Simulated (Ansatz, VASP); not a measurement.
**Mo in VASP and in Ansatz**

```
Mo
1.0
    -1.58164    1.58164    1.58164
     1.58164   -1.58164    1.58164
     1.58164    1.58164   -1.58164
Mo
1
Cartesian
  0.0000 0.0000 0.0000
```

Alike in both runs: task relaxation of cell and atoms; functional PBE; k mesh 18 × 18 × 18; occupations gaussian, width 0.1 eV; no spin polarisation.

```csv
,VASP,Ansatz
version,VASP 6.6.1,Ansatz 0.2.0
potentials or method,"VASP PAW PBE potentials, release 64 (Mo_sv), cutoff 500 eV","scalar-relativistic, plane waves, PAW"
valence electrons in the cell,14,14
```

```csv
,VASP,Ansatz,Ansatz less VASP
"gap on the k mesh at the Fermi level, each at its own relaxed structure (eV)",none,none,-
relaxed volume (Å³/atom),15.82,15.78,-0.031
relaxed cell length with the largest relative difference (Å),2.739,2.737,-0.0018
```

A gap of «none» marks a metal or a gap that the smearing closes.
